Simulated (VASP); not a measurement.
# NiN2 (P4_2/nmc) in VASP: single point with PBE

Aim: the single point of NiN2 with PBE.

All numbers are computed with VASP 6.6.1; they aren't measurements. Logs are shortened: lines on timing, memory, paths and dates and some standing lists are left out, and cuts for length are marked.

## Step 1: The cell of the first run

The structure is tetragonal, space group P4_2/nmc (No. 137). Conventional cell: a = 3.282 Å, b = 3.282 Å, c = 4.725 Å, α = 90.00°, β = 90.00°, γ = 90.00°. Ni (site symmetry -4m2) has 8 N at 1.90 to 2.16 Å within 2.5 Å. Within 2.5 Å of N (site symmetry 2mm) lie 4 Ni at 1.90 to 2.16 Å and 6 N at 2.36 Å.

## Step 2: Single point, PBE, collinear spin, ferromagnetic start

Input file INCAR:

```
ALGO     = Normal         # electronic algorithm
EDIFF    = 1E-6           # SCF threshold, eV
ENCUT    = 600            # plane-wave cutoff, eV
GGA      = PE             # functional
GGA_COMPAT= F            
ISIF     = 2              # what is computed and relaxed
ISMEAR   = 0              # smearing method
ISPIN    = 2              # spin polarisation
LASPH    = T              # aspherical terms in the spheres
LCHARG   = T              # write CHGCAR
LELF     = T              # ELF
LMAXMIX  = 4              # l up to which the mixer works
LORBIT   = 11             # projections on sites
LREAL    = F              # projectors in reciprocal space
LVHAR    = T            
LWAVE    = F              # write WAVECAR
MAGMOM   = 2 2 0 0 0 0    # initial moments
NBANDS   = 33             # bands
NELM     = 200            # most SCF steps
PREC     = Accurate       # precision mode
SIGMA    = 0.1            # smearing width, eV
```

Input file KPOINTS:

```
k-points
0
Gamma
  6 6 4
```

Input file POSCAR:

```
NiN2
1.0
    3.2823001024      0.0000000000      0.0000000000
    0.0000000000      3.2823001024      0.0000000000
    0.0000000000      0.0000000000      4.7252489170
Ni N
2 4
Direct
    0.0000000000      0.0000000000      0.0000000000
    0.5000000000      0.5000000000      0.5000000000
    0.0000000000      0.5000000000      0.2030000000
    0.0000000000      0.5000000000      0.7030000000
    0.5000000000      0.0000000000      0.2970000000
    0.5000000000      0.0000000000      0.7970000000
```

Potentials or basis: VASP PAW PBE potentials, release 64 (Ni, N).

Command:

```console
$ cat potpaw_PBE.64/Ni/POTCAR potpaw_PBE.64/N/POTCAR > POTCAR
$ mpirun -np 1 vasp_std > vasp.out
```

OUTCAR:

```text
EDIFF = 1E-6
   ENCUT = 600
   GGA = PE
   ISIF = 2
   ISMEAR = 0
   ISPIN = 2
   LASPH = T
   LORBIT = 11
   LREAL = F
   NELM = 200
   PREC = Accurate

 ion  position               nearest neighbor table
   1  0.000  0.000  0.000-   3 1.90   6 1.90   3 1.90   6 1.90   5 2.16   4 2.16   5 2.16   4 2.16

   2  0.500  0.500  0.500-   4 1.90   5 1.90   5 1.90   4 1.90   3 2.16   6 2.16   3 2.16   6 2.16

   3  0.000  0.500  0.203-   1 1.90   1 1.90   2 2.16   2 2.16
   4  0.000  0.500  0.703-   2 1.90   2 1.90   1 2.16   1 2.16
   5  0.500  0.000  0.297-   2 1.90   2 1.90   1 2.16   1 2.16
   6  0.500  0.000  0.797-   1 1.90   1 1.90   2 2.16   2 2.16

  LATTYP: Found a simple tetragonal cell.
 ALAT       =     3.2823001024
 C/A-ratio  =     1.4396151386

  Lattice vectors:

 A1 = (   3.2823001024,   0.0000000000,   0.0000000000)
 A2 = (   0.0000000000,   3.2823001024,   0.0000000000)
 A3 = (   0.0000000000,   0.0000000000,   4.7252489170)

Analysis of symmetry for initial positions (statically):
=====================================================================
 Subroutine PRICEL returns:
 Original cell was already a primitive cell.

 Routine SETGRP: Setting up the symmetry group for a
 simple tetragonal supercell.

 Subroutine GETGRP returns: Found 16 space group operations
 (whereof  8 operations were pure point group operations)
 out of a pool of 16 trial point group operations.

The static configuration has the point symmetry D_2d.
 The point group associated with its full space group is D_4h.

Analysis of symmetry for dynamics (positions and initial velocities):
=====================================================================
 Subroutine PRICEL returns:
 Original cell was already a primitive cell.

 Routine SETGRP: Setting up the symmetry group for a
 simple tetragonal supercell.

 Subroutine GETGRP returns: Found 16 space group operations
 (whereof  8 operations were pure point group operations)
 out of a pool of 16 trial point group operations.

The dynamic configuration has the point symmetry D_2d.
 The point group associated with its full space group is D_4h.

Analysis of structural, dynamic, and magnetic symmetry:
=====================================================================
 Subroutine PRICEL returns:
 Original cell was already a primitive cell.

 Routine SETGRP: Setting up the symmetry group for a
 simple tetragonal supercell.

 Subroutine GETGRP returns: Found 16 space group operations
[... 148 lines left out ...]
 NGX is ok and might be reduce to    28
   NGX = 13   NGY = 13   NGZ = 19

 number of electron      39.9999982 magnetization       0.0495736

 number of electron      39.9999982 magnetization      -0.0003897

 Free energy of the ion-electron system (eV)
  ---------------------------------------------------
  ext. energy  EPLUGINS =         0.00000000
  ---------------------------------------------------
  free energy    TOTEN  =       -35.21304411 eV

  energy without entropy =      -35.18800842  energy(sigma->0) =      -35.20052627

 E-fermi :   7.2028     XC(G=0): -12.6276

 val. band max:        7.2009412864   @ k =   0.5000   0.5000   0.5000
 cond. band min:       7.2244937850   @ k =   0.1667   0.0000   0.2500
 fundamental gap:      0.0235524986
 Fermi energy:         7.2027548334

 spin component 1

 k-point     1 :       0.0000    0.0000    0.0000
  band No.  band energies     occupation
      1     -10.7314      1.00000
      2      -7.7359      1.00000
      3      -6.1692      1.00000
      4      -4.4032      1.00000
      5       0.1060      1.00000
      6       0.7090      1.00000
[... 829 lines left out ...]
     31      24.1296      0.00000
     32      24.1302      0.00000

 [... further k-points ...]

 spin component 2

 k-point     1 :       0.0000    0.0000    0.0000
  band No.  band energies     occupation
      1     -10.7315      1.00000
      2      -7.7361      1.00000
      3      -6.1693      1.00000
      4      -4.4033      1.00000
      5       0.1058      1.00000
      6       0.7089      1.00000
[... 829 lines left out ...]
     31      24.1296      0.00000
     32      24.1296      0.00000

 [... further k-points ...]

 [bands above 32 left out]

------------------------ aborting loop because EDIFF is reached ----------------------------------------

  FORCE on cell =-STRESS in cart. coord.  units (eV):
  Direction    XX          YY          ZZ          XY          YZ          ZX
  --------------------------------------------------------------------------------------
  -------------------------------------------------------------------------------------
  Total        2.8541091      2.8541091     -0.9125035      0.0000000     -0.0000000      0.0000000
  in kB       89.8255523     89.8255523    -28.7186402      0.0000000     -0.0000000      0.0000000
  external PRESSURE =      50.3108215 kB  Pullay stress =       0.0000000 kB

 VOLUME and BASIS-vectors are now :
 -----------------------------------------------------------------------------
  energy-cutoff  :      600.00
  volume of cell :       50.91
      direct lattice vectors                 reciprocal lattice vectors
     3.282300102  0.000000000  0.000000000     0.304664403  0.000000000  0.000000000
     0.000000000  3.282300102  0.000000000     0.000000000  0.304664403  0.000000000
     0.000000000  0.000000000  4.725248917     0.000000000  0.000000000  0.211629063

 POSITION                                       TOTAL-FORCE (eV/Angst)
 -----------------------------------------------------------------------------------
      0.00000      0.00000      0.00000         0.000000     -0.000000      0.000000
      1.64115      1.64115      2.36262         0.000000      0.000000      0.000000
      0.00000      1.64115      0.95923         0.000000      0.000000      1.123786
      0.00000      1.64115      3.32185        -0.000000     -0.000000      1.123786
      1.64115      0.00000      1.40340        -0.000000     -0.000000     -1.123786
      1.64115      0.00000      3.76602         0.000000     -0.000000     -1.123786
 -----------------------------------------------------------------------------------
    total drift:                                0.000000      0.000000      0.000000

  FREE ENERGIE OF THE ION-ELECTRON SYSTEM (eV)
  ---------------------------------------------------
  free  energy   TOTEN  =       -35.2130441061 eV

  energy  without entropy=      -35.1880084242  energy(sigma->0) =      -35.20052627

 total charge

# of ion       s       p       d       tot
------------------------------------------
    1        0.500   0.759   8.267   9.527
    2        0.500   0.759   8.267   9.527
    3        1.356   2.142   0.000   3.497
    4        1.356   2.142   0.000   3.497
    5        1.356   2.142   0.000   3.497
    6        1.356   2.142   0.000   3.497
--------------------------------------------------
tot          6.422  10.085  16.534  33.041

 magnetization (x)

# of ion       s       p       d       tot
------------------------------------------
    1        0.000  -0.000  -0.000  -0.000
    2        0.000  -0.000  -0.000  -0.000
    3       -0.000  -0.000   0.000  -0.000
    4       -0.000  -0.000   0.000  -0.000
    5       -0.000  -0.000   0.000  -0.000
    6       -0.000  -0.000   0.000  -0.000
--------------------------------------------------
tot         -0.000  -0.000  -0.000  -0.000
```

OSZICAR:

```text
N       E                     dE             d eps       ncg     rms          rms(c)
DAV:   1     0.358545369190E+03    0.35855E+03   -0.20140E+04  4040   0.168E+03
DAV:   2    -0.601289629589E+01   -0.36456E+03   -0.33049E+03  4236   0.392E+02
DAV:   3    -0.513831370420E+02   -0.45370E+02   -0.41984E+02  4627   0.142E+02
[... 11 lines left out ...]
DAV:  15    -0.352130549422E+02   -0.30223E-04   -0.22218E-04  5003   0.142E-01    0.404E-02
DAV:  16    -0.352130424986E+02    0.12444E-04   -0.33443E-05  5324   0.465E-02    0.173E-02
DAV:  17    -0.352130477232E+02   -0.52246E-05   -0.93572E-06  4970   0.310E-02    0.217E-02
DAV:  18    -0.352130444083E+02    0.33150E-05   -0.71030E-06  4249   0.385E-02    0.724E-03
DAV:  19    -0.352130441061E+02    0.30212E-06   -0.68394E-07  2355   0.967E-03
   1 F= -.35213044E+02 E0= -.35200526E+02  d E =-.250357E-01  mag=    -0.0000
```

stdout:

```text
POSCAR found type information on POSCAR NiN
 POSCAR found :  2 types and       6 ions
 scaLAPACK will be used
 LDA part: xc-table for (Slater+PW92), standard interpolation
 POSCAR, INCAR and KPOINTS ok, starting setup
 FFT: planning ... GRIDC
 FFT: planning ... GRID_SOFT
 FFT: planning ... GRID
 WAVECAR not read
 entering main loop
```

Run time: 4.5 min. Hardware: 1 thread of Intel Xeon 8259CL, shared host; peak memory 0.25 GiB.

What came out:

```yaml
Free_energy: -35.2130 eV
Pressure: 5.0 GPa
Largest_force: 1.124 eV/Å
Band_gap_on_the_k_mesh: zero (filled and empty bands overlap)
Net_moment: 0.00 μB per cell
Valence_electrons_inside_the_program's_atomic_spheres: Ni 9.53; N 3.50
```

Forces in eV/Å, atoms in the order of the input:
```
Ni   0.000  0.000  0.000
Ni   0.000  0.000  0.000
N    0.000  0.000  1.124
N    0.000  0.000  1.124
N    0.000  0.000 -1.124
N    0.000  0.000 -1.124
```

Stress tensor (GPa, compression positive):
```
 8.98  0.00  0.00
 0.00  8.98  0.00
 0.00  0.00 -2.87
```

Levels at points of the mesh, in eV from the Fermi level:
Spin up:
```csv
k point,band 16,band 17,band 18,band 19,band 20,band 21,band 22,band 23,band 24,band 25
"(0.00, 0.00, 0.00)",-2.01,-1.38,0.63,0.63,1.01,1.40,1.47,1.47,1.99,2.03
"(0.50, 0.00, 0.00)",-2.23,-1.13,-1.13,-1.04,-1.04,0.39,0.39,1.60,1.60,2.05
"(0.50, 0.50, 0.00)",-2.59,-2.45,-2.45,-1.10,-1.10,1.54,1.54,2.27,2.27,2.67
"(0.00, 0.00, 0.50)",-2.48,-1.25,-1.25,-0.49,-0.49,1.15,1.15,1.64,1.64,2.39
"(0.50, 0.00, 0.50)",-2.09,-1.68,-1.68,-1.65,-1.65,-0.55,-0.55,1.53,1.53,1.70
"(0.50, 0.50, 0.50)",-2.50,-1.57,-1.57,0.00,0.00,0.00,0.00,1.42,1.42,2.83
```
Spin down:
```
           k point  band 16  band 17  band 18  band 19  band 20  band 21  band 22  band 23  band 24  band 25
(0.00, 0.00, 0.00)    -2.01    -1.38     0.63     0.63     1.01     1.40     1.47     1.47     1.99     2.03
(0.50, 0.00, 0.00)    -2.23    -1.13    -1.13    -1.04    -1.04     0.39     0.39     1.60     1.60     2.05
(0.50, 0.50, 0.00)    -2.59    -2.45    -2.45    -1.10    -1.10     1.54     1.54     2.27     2.27     2.67
(0.00, 0.00, 0.50)    -2.48    -1.25    -1.25    -0.49    -0.49     1.15     1.15     1.64     1.64     2.39
(0.50, 0.00, 0.50)    -2.09    -1.68    -1.68    -1.65    -1.65    -0.55    -0.55     1.53     1.53     1.70
(0.50, 0.50, 0.50)    -2.50    -1.57    -1.57     0.00     0.00     0.00     0.00     1.42     1.42     2.83
```

Caveat: the stress differs along the axes, from -3 to 9 GPa; the moments typed at the start vanished in this run; forces of over 1 eV/Å act on the atoms, so gaps and moduli don't describe the material at rest. With open d or f shells a metallic result of PBE can be an artefact of self-interaction; +U or a hybrid may open a gap.

The gap in the log of VASP goes by the Fermi energy; the results here count the filled bands.